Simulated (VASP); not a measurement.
Write the native input for VASP 6.6.1 that does the following.

- Task: relaxation of cell and atoms
- Functional: PBE
- Potentials or basis: VASP PAW PBE potentials, release 64 (Zn)
- Cutoff: 600 eV
- k mesh: 22 × 22 × 22
- Occupations: fermi-dirac, width 0.05 eV
- Spin: no spin polarisation
- Target pressure: 490 GPa
- Dipole correction: no
- Further INCAR settings: ALGO = Normal; EDIFF = 1e-06; IBRION = 2; EDIFFG = -0.005; NSW = 32; ISIF = 3

The structure of Zn lies in POSCAR:

```
Zn
1.0
    0.0000000000      1.4844139974      1.4844139974
    1.4844139974      0.0000000000      1.4844139974
    1.4844139974      1.4844139974      0.0000000000
Zn
1
Direct
    0.0000000000      0.0000000000      0.0000000000
```

One way to write it, as run:

INCAR

```
SYSTEM = Zn
PREC = Accurate
ENCUT = 600
EDIFF = 1E-6
ISMEAR = -1
SIGMA = 0.05
LREAL = .False.
LASPH = .True.
NELM = 60
ALGO = Normal
ISIF = 3
LWAVE = .False.
LCHARG = .False.
GGA = PE
IBRION = 2
NSW = 32
EDIFFG = -0.005
PSTRESS = 4900.0
```

KPOINTS

```
Automatic mesh
0
Gamma
  22 22 22
  0 0 0
```

Potentials or basis: VASP PAW PBE potentials, release 64 (Zn).

Launch:

```console
$ cat potpaw_PBE.64/Zn/POTCAR > POTCAR
$ mpirun -np 1 vasp_std > vasp.out
```

It gave:

```
Relaxed volume                                         : 6.59 Å³/atom
Relaxed cell                                           : a = 2.104 Å, b = 2.104 Å, c = 2.104 Å, α = 60.00°, β = 60.00°, γ = 60.00°
Space group after relaxing (to 0.05 Å)                 : Fm-3m (No. 225)
Energy change on relaxing (the enthalpy is what falls) : -140.4 meV/atom
Ionic steps                                            : 6
Pressure after relaxing                                : 490.0 GPa
Band gap on the k mesh                                 : zero (band 6 reaches 15.45 eV, above the bottom of band 7 at 13.89 eV)
```

Caveat: the cell is relaxed towards a set pressure, so the enthalpy falls and the energy may rise.

Wall time 100 s on 1 thread of Intel Xeon 8259CL (shared host), peak memory 0.15 GiB.
